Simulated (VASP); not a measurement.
# TiTl3 (I4/mmm) in VASP: single point with PBE

Aim: the single point of TiTl3 with PBE.

All numbers are computed with VASP 6.6.1; they aren't measurements. Logs are shortened: lines on timing, memory, paths and dates and some standing lists are left out, and cuts for length are marked.

## (1) The cell of the first run

Symmetry: I4/mmm, No. 139, tetragonal system. The conventional cell has a = 4.507 Å, b = 4.507 Å, c = 10.067 Å, α = 90.00°, β = 90.00°, γ = 90.00°. Within 4.2 Å of Ti (site symmetry 4/mmm) lie 12 Tl at 3.19 to 3.38 Å. Within 4.2 Å of Tl (site symmetry 4/mmm) lie 4 Ti at 3.19 Å and 8 Tl at 3.38 Å. Within 4.2 Å of Tl (site symmetry -4m2) lie 8 Tl at 3.19 to 3.38 Å and 4 Ti at 3.38 Å.

## (2) Single point, PBE

File INCAR:

```
ALGO     = Normal         # electronic algorithm
EDIFF    = 1E-7           # SCF threshold, eV
ENCUT    = 520            # plane-wave cutoff, eV
GGA      = PE             # functional
ISIF     = 2              # what is computed and relaxed
ISMEAR   = 0              # smearing method
LASPH    = T              # aspherical terms in the spheres
LCHARG   = T              # write CHGCAR
LELF     = T              # ELF
LREAL    = F              # projectors in reciprocal space
LVHAR    = T            
LWAVE    = F              # write WAVECAR
NBANDS   = 34             # bands
NELM     = 60             # most SCF steps
PREC     = Accurate       # precision mode
SIGMA    = 0.1            # smearing width, eV
```

File KPOINTS:

```
k-points
0
Gamma
  6 6 6
```

File POSCAR:

```
TiTl3
1.0
   -2.2533368921      2.2533368921      5.0334278629
    2.2533368921     -2.2533368921      5.0334278629
    2.2533368921      2.2533368921     -5.0334278629
Ti Tl
1 3
Direct
    0.0000000000      0.0000000000      0.0000000000
    0.5000000000      0.5000000000      0.0000000000
    0.2500000000      0.7500000000      0.5000000000
    0.7500000000      0.2500000000      0.5000000000
```

Potentials or basis: VASP PAW PBE potentials, release 64 (Ti_sv, Tl_d).

Run with:

```sh
cat potpaw_PBE.64/Ti_sv/POTCAR potpaw_PBE.64/Tl_d/POTCAR > POTCAR
mpirun -np 1 vasp_std > vasp.out
```

OUTCAR:

```text
EDIFF = 1E-7
   ENCUT = 520
   GGA = PE
   ISIF = 2
   ISMEAR = 0
   LASPH = T
   LREAL = F
   NELM = 60
   PREC = Accurate

 ion  position               nearest neighbor table
   1  0.000  0.000  0.000-   2 3.19   2 3.19   2 3.19   2 3.19   4 3.38   3 3.38   4 3.38   3 3.38
                             4 3.38   4 3.38   3 3.38   3 3.38
   2  0.500  0.500  0.000-   1 3.19   1 3.19   1 3.19   1 3.19   4 3.38   3 3.38   4 3.38   4 3.38
                             3 3.38   3 3.38   4 3.38   3 3.38
   3  0.250  0.750  0.500-   4 3.19   4 3.19   4 3.19   4 3.19   2 3.38   1 3.38   2 3.38   2 3.38
                             1 3.38   1 3.38   2 3.38   1 3.38
   4  0.750  0.250  0.500-   3 3.19   3 3.19   3 3.19   3 3.19   2 3.38   1 3.38   2 3.38   1 3.38
                             2 3.38   2 3.38   1 3.38   1 3.38

  LATTYP: Found a body centered tetragonal cell.
 ALAT       =     4.5066737842
 C/A-ratio  =     2.2337662338

  Lattice vectors:

 A1 = (  -2.2533368921,   2.2533368921,   5.0334278629)
 A2 = (   2.2533368921,  -2.2533368921,   5.0334278629)
 A3 = (   2.2533368921,   2.2533368921,  -5.0334278629)

Analysis of symmetry for initial positions (statically):
=====================================================================
 Subroutine PRICEL returns:
 Original cell was already a primitive cell.

 Routine SETGRP: Setting up the symmetry group for a
 body centered tetragonal supercell.

 Subroutine GETGRP returns: Found 16 space group operations
 (whereof 16 operations were pure point group operations)
 out of a pool of 16 trial point group operations.

The static configuration has the point symmetry D_4h.

Analysis of symmetry for dynamics (positions and initial velocities):
=====================================================================
 Subroutine PRICEL returns:
 Original cell was already a primitive cell.

 Routine SETGRP: Setting up the symmetry group for a
 body centered tetragonal supercell.

 Subroutine GETGRP returns: Found 16 space group operations
 (whereof 16 operations were pure point group operations)
 out of a pool of 16 trial point group operations.

The dynamic configuration has the point symmetry D_4h.

 Subroutine INISYM returns: Found 16 space group operations
 (whereof 16 operations are pure point group operations),
 and found     1 'primitive' translations

----------------------------------------------------------------------------------------

                                     Primitive cell

  volume of cell :     102.2295

  direct lattice vectors                    reciprocal lattice vectors
    -2.253336892  2.253336892  5.033427863     0.000000000  0.221893141  0.099335883
     2.253336892 -2.253336892  5.033427863     0.221893141  0.000000000  0.099335883
     2.253336892  2.253336892 -5.033427863     0.221893141  0.221893141  0.000000000

  length of vectors
     5.957386201  5.957386201  5.957386201     0.243113520  0.243113520  0.313804289

  position of ions in fractional coordinates (direct lattice)
     0.000000000  0.000000000  0.000000000
     0.500000000  0.500000000  0.000000000
     0.250000000  0.750000000  0.500000000
     0.750000000  0.250000000  0.500000000

  ion indices of the primitive-cell ions
   primitive index   ion index
                 1           1
                 2           2
                 3           3
                 4           4

----------------------------------------------------------------------------------------

 KPOINTS: k-points

Automatic generation of k-mesh.
 Grid dimensions read from file:
 generate k-points for:    6    6    6

 Generating k-lattice:

  Cartesian coordinates                     Fractional coordinates (reciprocal lattice)
     0.000000000  0.036982190  0.016555980     0.166666667  0.000000000  0.000000000
     0.036982190  0.000000000  0.016555980     0.000000000  0.166666667  0.000000000
     0.036982190  0.036982190  0.000000000     0.000000000  0.000000000  0.166666667

  Length of vectors
     0.040518920  0.040518920  0.052300715

  Shift w.r.t. Gamma in fractional coordinates (k-lattice)
     0.000000000  0.000000000  0.000000000

 Subroutine IBZKPT returns following result:
 ===========================================

 Found     30 irreducible k-points:

 Following reciprocal coordinates:
            Coordinates               Weight
  0.000000  0.000000  0.000000      1.000000
  0.166667  0.000000 -0.000000      8.000000
  0.333333  0.000000 -0.000000      8.000000
  0.500000  0.000000  0.000000      4.000000
  0.166667  0.166667 -0.000000      8.000000
  0.333333  0.166667  0.000000     16.000000
[... 16 lines left out ...]
 -0.333333 -0.333333  0.166667      8.000000
 -0.166667 -0.333333  0.166667      8.000000
 [... further k-points ...]
   k-points           NKPTS =     30   k-points in BZ     NKDIM =     30   number of bands    NBANDS=     34
   number of dos      NEDOS =    301   number of ions     NIONS =      4
   total plane-waves  NPLWV = 110592
   dimension x,y,z NGX =    48 NGY =   48 NGZ =   48
   dimension x,y,z NGXF=    96 NGYF=   96 NGZF=   96
   ions per type =               1   3
   NGX,Y,Z   is equivalent  to a cutoff of  13.39, 13.39, 13.39 a.u.
   NGXF,Y,Z  is equivalent  to a cutoff of  26.79, 26.79, 26.79 a.u.
 SYSTEM =  unknown system
   PREC   = accura    normal or accurate (medium, high low for compatibility)
   ISTART =      0    job   : 0-new  1-cont  2-samecut
   ICHARG =      2    charge: 1-file 2-atom 10-const
   ISPIN  =      1    spin polarized calculation?
   LNONCOLLINEAR =      F non collinear calculations
   LSORBIT =      F    spin-orbit coupling
   LASPH  =      T    aspherical Exc in radial PAW
   ENCUT  =  520.0 eV  38.22 Ry    6.18 a.u.  11.08 11.08 11.08*2*pi/ulx,y,z
   NELM   =     60;   NELMIN=  2; NELMDL= -5     # of ELM steps
   EDIFF  = 0.1E-06   stopping-criterion for ELM
   LREAL  =      F    real-space projection
   EDIFFG = 0.1E-05   stopping-criterion for IOM
   NSW    =      0    number of steps for IOM
   IBRION =     -1    ionic relax: 0-MD 1-quasi-New 2-CG
   NFREE  =      0    steps in history (QN), initial steepest desc. (CG)
   ISIF   =      2    stress and relaxation
   ISYM   =      2    0-nonsym 1-usesym 2-fastsym
   POTIM  = 0.5000    time-step for ionic-motion
   TEBEG  =    0.0;   TEEND  =   0.0 temperature during run
   PSTRESS=    0.0 pullay stress
   NELECT =      51.0000    total number of electrons
   NUPDOWN=      -1.0000    fix difference up-down
   EMIN   =  10.00;   EMAX   =-10.00  energy-range for DOS
   EFERMI =   0.00;   METHOD = LEGACY
   ISMEAR =     0;   SIGMA  =   0.10  broadening in eV -4-tet -1-fermi 0-gaus
   EFERMI_NEDOS =   21; number of points for ismear=-14 and -15
   IALGO  =     38    algorithm
   IMIX   =      4    mixing-type and parameters
     AMIX     =   0.40;   BMIX     =  1.00
     AMIX_MAG =   1.60;   BMIX_MAG =  1.00
  volume/ion in A,a.u.               =      25.56       172.47
  Fermi-wavevector in a.u.,A,eV,Ry     =   1.298393  2.453607 22.937036  1.685825
  Thomas-Fermi vector in A             =   2.429724
   LORBIT       =      0    0 simple, 1 ext, 2 COOP (PROOUT), +10 PAW based schemes
   GGA     = PE    functional components
   LHFCALC =     F    Hartree Fock is set to
   AEXX    =    0.0000 exact exchange contribution
   IVDW    =     0    specifies the selected vdW correction
   LEPSILON=     F    determine dielectric tensor
   LRPA    =     F    only Hartree local field effects (RPA)
 non-spin polarized calculation
 Gauss-broadening in eV      SIGMA  =   0.10
  energy-cutoff  :      520.00
  volume of cell :      102.23
 maximum number of plane-waves:      2802
 NGX is ok and might be reduce to    48
   NGX = 23   NGY = 23   NGZ = 23

 number of electron      50.9999996 magnetization

 Free energy of the ion-electron system (eV)
  ---------------------------------------------------
  ext. energy  EPLUGINS =         0.00000000
  ---------------------------------------------------
  free energy    TOTEN  =       -13.29599150 eV

  energy without entropy =      -13.28038706  energy(sigma->0) =      -13.28818928

 E-fermi :   7.0428     XC(G=0): -10.5222

 val. band max:        6.9849168049   @ k =   0.5000   0.0000   0.0000
 cond. band min:       7.0526084363   @ k =  -0.3333   0.3333   0.3333
 fundamental gap:      0.0676916314
 Fermi energy:         7.0427604904

 k-point     1 :       0.0000    0.0000    0.0000
  band No.  band energies     occupation
      1     -50.5502      2.00000
      2     -26.8399      2.00000
      3     -26.8399      2.00000
      4     -26.7427      2.00000
      5      -4.9496      2.00000
      6      -4.7226      2.00000
[... 26 lines left out ...]
     33      10.2621      0.00000
     34      10.9032      0.00000

 k-point     2 :       0.1667    0.0000   -0.0000
  band No.  band energies     occupation
      1     -50.5502      2.00000
      2     -26.8406      2.00000
      3     -26.8399      2.00000
      4     -26.7427      2.00000
      5      -4.8784      2.00000
      6      -4.7005      2.00000
[... 26 lines left out ...]
     33      10.9026      0.00000
     34      12.1949      0.00000

 k-point     3 :       0.3333    0.0000   -0.0000
  band No.  band energies     occupation
      1     -50.5502      2.00000
      2     -26.8421      2.00000
      3     -26.8400      2.00000
      4     -26.7426      2.00000
      5      -4.6806      2.00000
      6      -4.6517      2.00000
[... 26 lines left out ...]
     33      11.4971      0.00000
     34      11.8356      0.00000

 k-point     4 :       0.5000    0.0000    0.0000
  band No.  band energies     occupation
      1     -50.5501      2.00000
      2     -26.8428      2.00000
      3     -26.8400      2.00000
      4     -26.7426      2.00000
      5      -4.6243      2.00000
      6      -4.6148      2.00000
[... 26 lines left out ...]
     33      11.2529      0.00000
     34      12.4352      0.00000

 k-point     5 :       0.1667    0.1667   -0.0000
  band No.  band energies     occupation
      1     -50.5502      2.00000
      2     -26.8407      2.00000
      3     -26.8405      2.00000
      4     -26.7427      2.00000
      5      -4.8456      2.00000
      6      -4.7001      2.00000
[... 621 lines left out ...]
 k-point    22 :      -0.1667    0.5000    0.1667
  band No.  band energies     occupation
      1     -50.5502      2.00000
      2     -26.8421      2.00000
      3     -26.8400      2.00000
      4     -26.7427      2.00000
      5      -4.7008      2.00000
      6      -4.6773      2.00000
[... 26 lines left out ...]
     33      11.6978      0.00000
     34      12.5793      0.00000

 k-point    23 :      -0.3333   -0.3333    0.1667
  band No.  band energies     occupation
      1     -50.5502      2.00000
      2     -26.8407      2.00000
      3     -26.8405      2.00000
      4     -26.7428      2.00000
      5      -4.8366      2.00000
      6      -4.7481      2.00000
[... 26 lines left out ...]
     33      11.5872      0.00000
     34      12.0705      0.00000

 k-point    24 :      -0.1667   -0.3333    0.1667
  band No.  band energies     occupation
      1     -50.5502      2.00000
      2     -26.8406      2.00000
      3     -26.8399      2.00000
      4     -26.7428      2.00000
      5      -4.8683      2.00000
      6      -4.7602      2.00000
[... 26 lines left out ...]
     33      10.9442      0.00000
     34      12.2307      0.00000

 [... further k-points ...]

------------------------ aborting loop because EDIFF is reached ----------------------------------------

  FORCE on cell =-STRESS in cart. coord.  units (eV):
  Direction    XX          YY          ZZ          XY          YZ          ZX
  --------------------------------------------------------------------------------------
  -------------------------------------------------------------------------------------
  Total       -1.8862287     -1.8862287     -1.1385291      0.0000000      0.0000000      0.0000000
  in kB      -29.5616607    -29.5616607    -17.8434417      0.0000000      0.0000000      0.0000000
  external PRESSURE =     -25.6555877 kB  Pullay stress =       0.0000000 kB

 VOLUME and BASIS-vectors are now :
 -----------------------------------------------------------------------------
  energy-cutoff  :      520.00
  volume of cell :      102.23
      direct lattice vectors                 reciprocal lattice vectors
    -2.253336892  2.253336892  5.033427863     0.000000000  0.221893141  0.099335883
     2.253336892 -2.253336892  5.033427863     0.221893141  0.000000000  0.099335883
     2.253336892  2.253336892 -5.033427863     0.221893141  0.221893141  0.000000000

 POSITION                                       TOTAL-FORCE (eV/Angst)
 -----------------------------------------------------------------------------------
      0.00000      0.00000      0.00000        -0.000000      0.000000      0.000000
      0.00000      0.00000      5.03343        -0.000000      0.000000      0.000000
      2.25334      0.00000      2.51671        -0.000000     -0.000000     -0.000000
      0.00000      2.25334      2.51671         0.000000     -0.000000      0.000000
 -----------------------------------------------------------------------------------
    total drift:                                0.000000     -0.000000      0.000000

  FREE ENERGIE OF THE ION-ELECTRON SYSTEM (eV)
  ---------------------------------------------------
  free  energy   TOTEN  =       -13.2959914984 eV

  energy  without entropy=      -13.2803870634  energy(sigma->0) =      -13.28818928
```

Run time: 6.5 min. Hardware: 1 thread of Intel Xeon 8259CL, shared host; peak memory 0.36 GiB.

What came out:

- Free energy: -13.2960 eV
- Pressure: -2.6 GPa
- Band gap on the k mesh: zero (an odd number of electrons rules out a gap without spin polarisation)

Levels at points of the mesh, in eV from the Fermi level:
```csv
k point,band 24,band 25,band 26,band 27,band 28,band 29
"(0.00, 0.00, 0.00)",-0.73,-0.73,-0.54,0.57,1.20,1.75
"(0.50, 0.00, 0.00)",-0.75,-0.06,0.24,0.60,1.22,1.65
"(0.50, 0.50, 0.00)",-2.34,-1.93,-0.48,0.73,0.93,1.08
"(0.50, 0.50, 0.50)",-0.96,-0.14,0.47,0.47,0.56,0.81
```

Caveat: spin-orbit coupling is left out, which moves the levels of the heavy elements.

The gap in the log of VASP goes by the Fermi energy; the results here count the filled bands.